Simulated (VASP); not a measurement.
Here is a VASP 6.6.1 calculation.

POSCAR

```
Ta
1.0
    2.6850816500      0.0000000000      0.0000000000
    0.0000000000      2.6850816500      0.0000000000
    0.0000000000      0.0000000000      2.6850816500
Ta
1
Direct
    0.0000000000      0.0000000000      0.0000000000
```

The input INCAR.step1:

```
PREC = Accurate ; ENCUT = 550
ISMEAR = 0 ; SIGMA = 0.1
LREAL = False ; LASPH = True
NELM = 120 ; GGA = PE
ALGO = Normal ; EDIFF = 1E-5
LWAVE = True ; LCHARG = False
GGA_COMPAT = False ; IBRION = 2
ISIF = 3 ; EDIFFG = -0.005
NELMIN = 4 ; NSW = 100
```

File INCAR.step2:

```
PREC = Accurate ; ENCUT = 550
EDIFF = 1E-7 ; ISMEAR = 0
SIGMA = 0.1 ; LREAL = False
LASPH = True ; NELM = 120
ALGO = Normal ; ISIF = 3
LWAVE = False ; LCHARG = False
METAGGA = R2SCAN ; LMIXTAU = True
IBRION = 2 ; NSW = 90
EDIFFG = -0.04 ; ISTART = 1
GGA_COMPAT = False ; NELMIN = 4
```

The input KPOINTS:

```
regular mesh
0
Gamma
  6 6 6
```

Potentials or basis: VASP PAW PBE potentials, release 64 (Ta_sv_GW).

Launch:

```bash
$ cat potpaw_PBE.64/Ta_sv_GW/POTCAR > POTCAR
$ cp INCAR.step1 INCAR
$ mpirun -np 1 vasp_std > vasp.out
$ cp INCAR.step2 INCAR
$ mpirun -np 1 vasp_std > vasp.out
```

Question: Predict the band gap on the k mesh.

Answer: Zero (an odd number of electrons rules out a gap without spin polarisation).

Question: Predict the relaxed cell.

Answer: a = 2.732 Å, b = 2.732 Å, c = 2.732 Å, α = 90.00°, β = 90.00°, γ = 90.00°.

The path:
| step | energy change (eV) | largest force (eV/Å) | pressure (GPa) | volume (Å³) |
| --- | --- | --- | --- | --- |
| 1 | 0.0000 | 0.0000 | 8.97 | 19.36 |
| 2 | 0.0747 | 0.0000 | -13.59 | 22.56 |
| 3 | -0.0268 | 0.0000 | -0.27 | 20.39 |

Caveat: the k points lie up to 0.38 Å⁻¹ apart in the final cell, too coarse for converged energies and pressures of a metal; the PAW data sets were made with another functional, which shifts forces and pressure a little; spin-orbit coupling is left out, which moves the levels of the heavy elements.
